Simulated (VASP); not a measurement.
Input of a VASP 6.6.1 run:

The input POSCAR:

```
TePb
1.0
    3.9882148546      0.0000000000      0.0000000000
    0.0000000000      3.9882148546      0.0000000000
    0.0000000000      0.0000000000      3.9882148546
Pb Te
1 1
Direct
    0.0000000000      0.0000000000      0.0000000000
    0.5000000000      0.5000000000      0.5000000000
```

File INCAR.step1:

```
  PREC = Accurate
  ENCUT = 520
  ISMEAR = 0
  SIGMA = 0.1
  LREAL = False
  LASPH = True
  NELM = 100
  NBANDS = 17
  GGA = PE
  ALGO = Normal
  EDIFF = 1E-4
  LWAVE = True
  LCHARG = False
```

Contents of INCAR.step2:

```
  PREC = Accurate
  ENCUT = 520
  EDIFF = 1E-7
  ISMEAR = 0
  SIGMA = 0.1
  LREAL = False
  LASPH = True
  NELM = 100
  ALGO = Normal
  ISIF = 2
  LWAVE = False
  LCHARG = True
  METAGGA = R2SCAN
  LMIXTAU = True
  LELF = True
  LVHAR = True
  NBANDS = 17
  ISTART = 1
```

KPOINTS

```
regular mesh
0
Gamma
  10 10 10
```

Potentials or basis: VASP PAW PBE potentials, release 64 (Pb_d, Te).

Launch:

```console
$ cat potpaw_PBE.64/Pb_d/POTCAR potpaw_PBE.64/Te/POTCAR > POTCAR
$ cp INCAR.step1 INCAR
$ mpirun -np 1 vasp_std > vasp.out
$ cp INCAR.step2 INCAR
$ mpirun -np 1 vasp_std > vasp.out
```

Question: Estimate the pressure.

Answer: 0.0 GPa.

Question: Predict the band gap on the k mesh.

Answer: Zero (band 10 reaches 6.56 eV, above the bottom of band 11 at 5.45 eV).

Caveat: the PAW data sets were made with another functional, which shifts forces and pressure a little; spin-orbit coupling is left out, which moves the levels of the heavy elements.
